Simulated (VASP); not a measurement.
# CoPb2 (Fd-3m) in VASP: single point with PBE

Aim: the single point of CoPb2 with PBE.

Everything below comes from runs of VASP 6.6.1. Logs are shortened: lines on timing, memory, paths and dates and some standing lists are left out, and cuts for length are marked.

## (1) The cell of the first run

The structure is cubic, space group Fd-3m (No. 227). The conventional cell has a = 8.848 Å, b = 8.848 Å, c = 8.848 Å, α = 90.00°, β = 90.00°, γ = 90.00°. Co (site symmetry -43m) has 12 Pb at 3.67 Å and 4 Co at 3.83 Å within 4.8 Å. Pb (site symmetry -3m) has 6 Pb at 3.13 Å and 6 Co at 3.67 Å within 4.1 Å.

## (2) Single point, PBE, collinear spin, ferromagnetic start

INCAR reads:

```
SYSTEM = CoPb2
PREC = Accurate ; ENCUT = 520
EDIFF = 1E-6 ; ISMEAR = 0
SIGMA = 0.1 ; LREAL = .False.
LASPH = .True. ; NELM = 150
ALGO = Fast ; ISIF = 2
LWAVE = .False. ; LCHARG = .True.
ISPIN = 2 ; MAGMOM = 2.02 2.02 0 0 0 0
LORBIT = 11 ; LMAXMIX = 4
GGA = PE ; LELF = .True.
LVHAR = .True. ; NBANDS = 50
```

KPOINTS reads:

```
regular mesh
0
Gamma
  4 4 4
  0 0 0
```

POSCAR reads:

```
CoPb2
1.0
    0.0000000000      4.4241392223      4.4241392223
    4.4241392223      0.0000000000      4.4241392223
    4.4241392223      4.4241392223      0.0000000000
Co Pb
2 4
Direct
    0.0000000000      0.0000000000      0.0000000000
    0.2500000000      0.2500000000      0.2500000000
    0.6250000000      0.6250000000      0.6250000000
    0.1250000000      0.6250000000      0.6250000000
    0.6250000000      0.6250000000      0.1250000000
    0.6250000000      0.1250000000      0.6250000000
```

Potentials or basis: VASP PAW PBE potentials, release 64 (Co, Pb_d).

Started as:

```bash
$ cat potpaw_PBE.64/Co/POTCAR potpaw_PBE.64/Pb_d/POTCAR > POTCAR
$ mpirun -np 1 vasp_std > vasp.out
```

OUTCAR:

```text
SYSTEM = CoPb2
   PREC = Accurate
   ENCUT = 520
   EDIFF = 1E-6
   ISMEAR = 0
   LREAL = .False.
   LASPH = .True.
   NELM = 150
   ISIF = 2
   ISPIN = 2
   LORBIT = 11
   GGA = PE

 ion  position               nearest neighbor table
   1  0.000  0.000  0.000-
   2  0.250  0.250  0.250-
   3  0.625  0.625  0.625-   4 3.13   5 3.13   6 3.13   5 3.13   6 3.13   4 3.13
   4  0.125  0.625  0.625-   3 3.13   5 3.13   6 3.13   3 3.13   5 3.13   6 3.13
   5  0.625  0.625  0.125-   3 3.13   3 3.13   4 3.13   6 3.13   6 3.13   4 3.13
   6  0.625  0.125  0.625-   3 3.13   5 3.13   3 3.13   4 3.13   5 3.13   4 3.13

  LATTYP: Found a face centered cubic cell.
 ALAT       =     8.8482784446

  Lattice vectors:

 A1 = (   0.0000000000,   4.4241392223,   4.4241392223)
 A2 = (   4.4241392223,   0.0000000000,   4.4241392223)
 A3 = (   4.4241392223,   4.4241392223,   0.0000000000)

Analysis of symmetry for initial positions (statically):
=====================================================================
 Subroutine PRICEL returns:
 Original cell was already a primitive cell.

 Routine SETGRP: Setting up the symmetry group for a
 face centered cubic supercell.

 Subroutine GETGRP returns: Found 48 space group operations
 (whereof 24 operations were pure point group operations)
 out of a pool of 48 trial point group operations.

The static configuration has the point symmetry T_d .
 The point group associated with its full space group is O_h .

Analysis of symmetry for dynamics (positions and initial velocities):
=====================================================================
 Subroutine PRICEL returns:
 Original cell was already a primitive cell.

 Routine SETGRP: Setting up the symmetry group for a
 face centered cubic supercell.

 Subroutine GETGRP returns: Found 48 space group operations
 (whereof 24 operations were pure point group operations)
 out of a pool of 48 trial point group operations.

The dynamic configuration has the point symmetry T_d .
 The point group associated with its full space group is O_h .

Analysis of structural, dynamic, and magnetic symmetry:
=====================================================================
 Subroutine PRICEL returns:
 Original cell was already a primitive cell.

 Routine SETGRP: Setting up the symmetry group for a
 face centered cubic supercell.

 Subroutine GETGRP returns: Found 48 space group operations
 (whereof 24 operations were pure point group operations)
 out of a pool of 48 trial point group operations.

[... 127 lines left out ...]
  volume of cell :      173.19
 maximum number of plane-waves:      4720
 NGX is ok and might be reduce to    48
   NGX = 23   NGY = 23   NGZ = 23

 number of electron      73.9999978 magnetization       3.4435207

 Free energy of the ion-electron system (eV)
  ---------------------------------------------------
  ext. energy  EPLUGINS =         0.00000000
  ---------------------------------------------------
  free energy    TOTEN  =       -21.13712568 eV

  energy without entropy =      -21.02906366  energy(sigma->0) =      -21.08309467

 E-fermi :   5.8450     XC(G=0):  -9.7792

 val. band max:        5.8356922014   @ k =   0.2500   0.2500   0.0000
 cond. band min:       5.8599835021   @ k =   0.5000   0.0000   0.0000
 fundamental gap:      0.0242913006
 Fermi energy:         5.8450472401

 spin component 1

 k-point     1 :       0.0000    0.0000    0.0000
  band No.  band energies     occupation
      1     -11.9498      1.00000
      2     -11.6901      1.00000
      3     -11.6901      1.00000
      4     -11.6901      1.00000
      5     -11.6481      1.00000
      6     -11.6481      1.00000
[... 405 lines left out ...]
     48      10.3881      0.00000
     49      11.2187      0.00000
 Fermi energy:         5.8450472401

 spin component 2

 k-point     1 :       0.0000    0.0000    0.0000
  band No.  band energies     occupation
      1     -11.9673      1.00000
      2     -11.7049      1.00000
      3     -11.7049      1.00000
      4     -11.7049      1.00000
      5     -11.6620      1.00000
      6     -11.6620      1.00000
[... 405 lines left out ...]
     48      10.4172      0.00000
     49      11.1901      0.00000
 [bands above 49 left out]

------------------------ aborting loop because EDIFF is reached ----------------------------------------

  FORCE on cell =-STRESS in cart. coord.  units (eV):
  Direction    XX          YY          ZZ          XY          YZ          ZX
  --------------------------------------------------------------------------------------
  -------------------------------------------------------------------------------------
  Total       -0.3185765     -0.3185765     -0.3185765      0.0000000      0.0000000     -0.0000000
  in kB       -2.9471885     -2.9471885     -2.9471885      0.0000000      0.0000000     -0.0000000
  external PRESSURE =      -2.9471885 kB  Pullay stress =       0.0000000 kB

 VOLUME and BASIS-vectors are now :
 -----------------------------------------------------------------------------
  energy-cutoff  :      520.00
  volume of cell :      173.19
      direct lattice vectors                 reciprocal lattice vectors
     0.000000000  4.424139222  4.424139222    -0.113016335  0.113016335  0.113016335
     4.424139222  0.000000000  4.424139222     0.113016335 -0.113016335  0.113016335
     4.424139222  4.424139222  0.000000000     0.113016335  0.113016335 -0.113016335

 POSITION                                       TOTAL-FORCE (eV/Angst)
 -----------------------------------------------------------------------------------
      0.00000      0.00000      0.00000         0.000000      0.000000      0.000000
      2.21207      2.21207      2.21207        -0.000000     -0.000000     -0.000000
      5.53017      5.53017      5.53017        -0.000000      0.000000     -0.000000
      5.53017      3.31810      3.31810        -0.000000      0.000000     -0.000000
      3.31810      3.31810      5.53017        -0.000000      0.000000     -0.000000
      3.31810      5.53017      3.31810        -0.000000      0.000000     -0.000000
 -----------------------------------------------------------------------------------
    total drift:                                0.000000      0.000000     -0.000000

  FREE ENERGIE OF THE ION-ELECTRON SYSTEM (eV)
  ---------------------------------------------------
  free  energy   TOTEN  =       -21.1371256842 eV

  energy  without entropy=      -21.0290636608  energy(sigma->0) =      -21.08309467

 total charge

# of ion       s       p       d       tot
------------------------------------------
    1        0.291   0.086   7.245   7.622
    2        0.291   0.086   7.245   7.622
    3        1.391   0.796   9.819  12.006
    4        1.391   0.796   9.819  12.006
    5        1.391   0.796   9.819  12.006
    6        1.391   0.796   9.819  12.006
--------------------------------------------------
tot          6.146   3.356  53.765  63.267

 magnetization (x)

# of ion       s       p       d       tot
------------------------------------------
    1        0.014  -0.001   1.947   1.961
    2        0.014  -0.001   1.947   1.961
    3       -0.009  -0.034  -0.003  -0.046
    4       -0.009  -0.034  -0.003  -0.046
    5       -0.009  -0.034  -0.003  -0.046
    6       -0.009  -0.034  -0.003  -0.046
--------------------------------------------------
tot         -0.007  -0.135   3.881   3.739
```

OSZICAR:

```text
N       E                     dE             d eps       ncg     rms          rms(c)
DAV:   1     0.853088569359E+03    0.85309E+03   -0.33621E+04  1600   0.172E+03
DAV:   2     0.689798430456E+02   -0.78411E+03   -0.76388E+03  1600   0.465E+02
[... 12 lines left out ...]
RMM:  15    -0.211372264106E+02   -0.19005E-03   -0.89435E-04  2065   0.165E-01    0.176E-01
RMM:  16    -0.211371276548E+02    0.98756E-04   -0.35272E-04  1985   0.110E-01    0.480E-02
RMM:  17    -0.211371270039E+02    0.65090E-06   -0.81805E-05  2081   0.422E-02    0.109E-02
RMM:  18    -0.211371272162E+02   -0.21224E-06   -0.23924E-05  1850   0.183E-02    0.445E-03
RMM:  19    -0.211371258954E+02    0.13208E-05   -0.58468E-06  1544   0.128E-02    0.741E-03
RMM:  20    -0.211371256842E+02    0.21116E-06   -0.20877E-06  1166   0.733E-03
   1 F= -.21137126E+02 E0= -.21083095E+02  d E =-.108062E+00  mag=     3.4436
```

Wall time 5 min (1 thread of Oxide Virtual Turin-like, shared host); peak memory 0.41 GiB.

What came out:

| Property | Result |
| --- | --- |
| Free energy | -21.1371 eV |
| Pressure | -0.3 GPa |
| Net moment | 3.44 μB per cell |
| Site moments | Co +1.96; Pb -0.05 μB |
| Valence electrons inside the program's atomic spheres | Co 7.62; Pb 12.01 |

Caveat: spin-orbit coupling is left out, which moves the levels of the heavy elements.
